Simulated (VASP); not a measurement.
A run of VASP 6.6.1:

The input POSCAR:

```
NbH
1.0
   -1.6056847871      1.6056847871      1.9549246839
    1.6056847871     -1.6056847871      1.9549246839
    1.6056847871      1.6056847871     -1.9549246839
Nb H
1 1
Direct
    0.0000000000      0.0000000000      0.0000000000
    0.5000000000      0.5000000000      0.0000000000
```

Contents of INCAR.step1:

```
PREC     = Accurate       # precision mode
ENCUT    = 520            # plane-wave cutoff, eV
ISMEAR   = 1              # smearing method
SIGMA    = 0.05           # smearing width, eV
LREAL    = F              # projectors in reciprocal space
LASPH    = T              # aspherical terms in the spheres
NELM     = 100            # most SCF steps
NBANDS   = 14             # bands
GGA      = PE             # functional
ALGO     = Normal         # electronic algorithm
EDIFF    = 1E-4           # SCF threshold, eV
LWAVE    = T              # write WAVECAR
LCHARG   = F              # write CHGCAR
```

Contents of INCAR.step2:

```
PREC     = Accurate       # precision mode
ENCUT    = 520            # plane-wave cutoff, eV
EDIFF    = 1E-7           # SCF threshold, eV
ISMEAR   = 1              # smearing method
SIGMA    = 0.05           # smearing width, eV
LREAL    = F              # projectors in reciprocal space
LASPH    = T              # aspherical terms in the spheres
NELM     = 100            # most SCF steps
ALGO     = Normal         # electronic algorithm
ISIF     = 2              # what is computed and relaxed
LWAVE    = F              # write WAVECAR
LCHARG   = F              # write CHGCAR
METAGGA  = R2SCAN         # meta-GGA
LMIXTAU  = T            
NBANDS   = 14             # bands
ISTART   = 1
```

The input KPOINTS:

```
regular mesh
0
Gamma
  20 20 20
```

Potentials or basis: VASP PAW PBE potentials, release 64 (Nb_sv, H).

Run with:

```bash
$ cat potpaw_PBE.64/Nb_sv/POTCAR potpaw_PBE.64/H/POTCAR > POTCAR
$ cp INCAR.step1 INCAR
$ mpirun -np 1 vasp_std > vasp.out
$ cp INCAR.step2 INCAR
$ mpirun -np 1 vasp_std > vasp.out
```

Hardware: 1 thread of Intel(R) Xeon(R) Platinum 8259CL CPU @ 2.50GHz (Skylake/Cascade Lake), with other jobs on the host.

**Question.** Estimate the wall time of this run.

**Answer.** Run time: 7.2 min on 1 thread of Intel(R) Xeon(R) Platinum 8259CL CPU @ 2.50GHz (Skylake/Cascade Lake), with other jobs on the host, peak memory 0.29 GiB. Counts: k points 641.
